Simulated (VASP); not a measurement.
Runs of VASP 6.6.1 on O. The structure is that of space group C2/m (No. 12), or close to it. The cells are those of the table. 

```tsv
level	potentials or basis	cell	gap on the mesh (eV)	pressure (GPa)	largest force (eV/Å)
r2SCAN	VASP PAW PBE potentials, release 64 (O)	a = 3.344, b = 3.344, c = 4.420 Å, angles 118.3, 118.3, 60.5°, 2 atoms	none	(b)	0.93
LDA	VASP PAW LDA potentials, release 64 (O)	a = 3.256, b = 3.256, c = 4.304 Å, angles 118.3, 118.3, 60.5°, 2 atoms	none	-1.9	1.30
r2SCAN	VASP PAW PBE potentials, release 64 (O)	a = 3.256, b = 3.256, c = 4.304 Å, angles 118.3, 118.3, 60.5°, 2 atoms	none	-0.2	(a)
LDA	VASP PAW LDA potentials, release 64 (O)	a = 3.322, b = 3.322, c = 4.392 Å, angles 118.3, 118.3, 60.5°, 2 atoms	none	(c)	0.64
r2SCAN	VASP PAW PBE potentials, release 64 (O)	a = 3.233, b = 3.233, c = 4.274 Å, angles 118.3, 118.3, 60.5°, 2 atoms	none	1.2	2.37
```

Alike in all rows: task single point; no spin polarisation; k mesh 10 × 10 × 7; cutoff (eV) 520; smearing fermi-dirac 0.05 eV.

Task: Estimate the missing entries.

Result: (a) 1.61; (b) -4.6; (c) -5.1.

Caveats: the standard files for N, O and F lose accuracy on very short bonds; spin is off for a triplet molecule; the PAW data sets were made with another functional, which shifts forces and pressure a little (some runs); forces of over 1 eV/Å act on the atoms, so gaps and moduli don't describe the material at rest (some runs).

A gap of «none» marks levels without a gap at the run's occupations.
